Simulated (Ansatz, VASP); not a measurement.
# HgTe: VASP beside Ansatz

```
CELL_PARAMETERS angstrom
0.00000 2.91173 2.91173
2.91173 0.00000 2.91173
2.91173 2.91173 0.00000
ATOMIC_POSITIONS crystal
Hg 0.00000 0.00000 0.00000
Te 0.50000 0.50000 0.50000
```

Change from the starting cell: volume scaled by 0.99, PAW files.

Alike in both runs: task electric field gradients; functional LDA; k mesh 10 × 10 × 10; occupations fermi-dirac, width 0.08 eV; no spin polarisation.

|  | VASP | Ansatz |
| --- | --- | --- |
| version | VASP 6.6.1 | Ansatz 0.2.0 |
| potentials or method | VASP PAW LDA potentials, release 64 (Hg, Te) | PAW with Ansatz's default frozen-core files, scalar-relativistic |
| plane-wave cutoff (eV) | 400 | 420 |
| valence electrons in the cell | 18 | 36 |

|  | VASP | Ansatz | Ansatz less VASP |
| --- | --- | --- | --- |
| pressure (GPa) | 5.3 | 4.7 | -0.57 |

LDA's correlation is that of Perdew and Zunger in VASP and of Perdew and Wang (1992) in Ansatz. VASP's potentials hold 18 valence electrons a cell and Ansatz's 36, so a difference there can come from the potentials and not from the codes.

Spin-orbit coupling is off throughout.
